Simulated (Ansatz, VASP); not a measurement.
# Pb: VASP beside Ansatz

```xyz
2
Lattice="3.5388 0.0000 0.0000 -1.7694 3.0647 0.0000 0.0000 0.0000 5.8691" Properties=species:S:1:pos:R:3 pbc="T T T"
Pb    0.0000    2.0431    1.4673
Pb    1.7694    1.0216    4.4018
```

Change from the starting cell: volume scaled by 1, PAW files.

Alike in both runs: task single point; functional PBE; k mesh 14 × 14 × 8; occupations fermi-dirac, width 0.05 eV; no spin polarisation.

```csv
,VASP,Ansatz
version,VASP 6.6.1,Ansatz 0.2.0
potentials or method,"VASP PAW PBE potentials, release 64 (Pb_d)","PAW with Ansatz's default frozen-core files, scalar-relativistic"
plane-wave cutoff (eV),520,420
valence electrons in the cell,28,28
```

Ansatz gave:

```
pressure (GPa) : 0.0
```

Problem. What did VASP give for the same quantities?

Solution. Pressure (GPa): -0.1.

With one functional, cell and mesh, what is left measures potentials, basis and numerics.

Spin-orbit coupling is off throughout.
